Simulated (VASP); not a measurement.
ZnSe, 2 atoms in the cell. It takes space group F-43m (No. 216, cubic). Conventional cell: a = 5.668 Å, b = 5.668 Å, c = 5.668 Å, α = 90.00°, β = 90.00°, γ = 90.00°. Zn (site symmetry -43m) has 4 Se at 2.45 Å within 3.2 Å. Within 3.2 Å of Se (site symmetry -43m) lie 4 Zn at 2.45 Å. 

* Program: VASP 6.6.1
* Task: relaxation of cell and atoms
* Functional: r2SCAN
* Potentials or basis: VASP PAW PBE potentials, release 64 (Zn, Se)
* Cutoff: 600 eV
* k mesh: 14 × 14 × 14
* Occupations: fermi-dirac, width 0.1 eV
* Spin: no spin polarisation
* Dipole correction: no
* Further INCAR settings: ALGO = Normal; EDIFF = 1e-06; IBRION = 2; EDIFFG = -0.002; NSW = 100; ISIF = 3

Potentials or basis: VASP PAW PBE potentials, release 64 (Zn, Se).

Launch:

```console
$ cat potpaw_PBE.64/Zn/POTCAR potpaw_PBE.64/Se/POTCAR > POTCAR
$ cp INCAR.step1 INCAR
$ mpirun -np 1 vasp_std > vasp.out
$ cp INCAR.step2 INCAR
$ mpirun -np 1 vasp_std > vasp.out
```

Hardware: 1 thread of Intel Xeon 8259CL, with other jobs on the host.

Question: Estimate the wall time of this run.

Answer: Wall time 4.8 min on 1 thread of Intel Xeon 8259CL, with other jobs on the host, peak memory 0.26 GiB. Counts: k points 104, ion steps 3.
